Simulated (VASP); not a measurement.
**Bi: single point with PBEsol**

The system is Bi.

```
Bi
1.0
    -1.93300    1.93300    1.93300
     1.93300   -1.93300    1.93300
     1.93300    1.93300   -1.93300
Bi
1
Direct
  0.00000 0.00000 0.00000
```

This cell differs from its parent crystal: volume scaled by 0.96.

```yaml
Program: VASP 6.6.1
Task: single point
Functional: PBEsol
Potentials_or_basis: VASP PAW PBE potentials, release 64 (Bi_d)
Cutoff: 520 eV
k_mesh: 13 × 13 × 13
Occupations: fermi-dirac, width 0.1 eV
Spin: no spin polarisation
Dipole_correction: no
Further_INCAR_settings: ALGO = Normal; EDIFF = 1e-06; NBANDS = 14
```

| Property | Result |
| --- | --- |
| Pressure | 2.6 GPa |

Levels at points of the mesh, in eV from the Fermi level:
| k point | band 5 | band 6 | band 7 | band 8 | band 9 | band 10 |
| --- | --- | --- | --- | --- | --- | --- |
| (0.00, 0.00, 0.00) | -22.80 | -14.03 | 5.72 | 5.72 | 5.72 | 10.15 |

Wall time 18 s on 1 thread of Intel(R) Xeon(R) Platinum 8488C (Sapphire Rapids), on a shared host, peak memory 0.17 GiB.

Caveat: the PAW data sets were made with another functional, which shifts forces and pressure a little; spin-orbit coupling is left out, which moves the levels of the heavy elements.
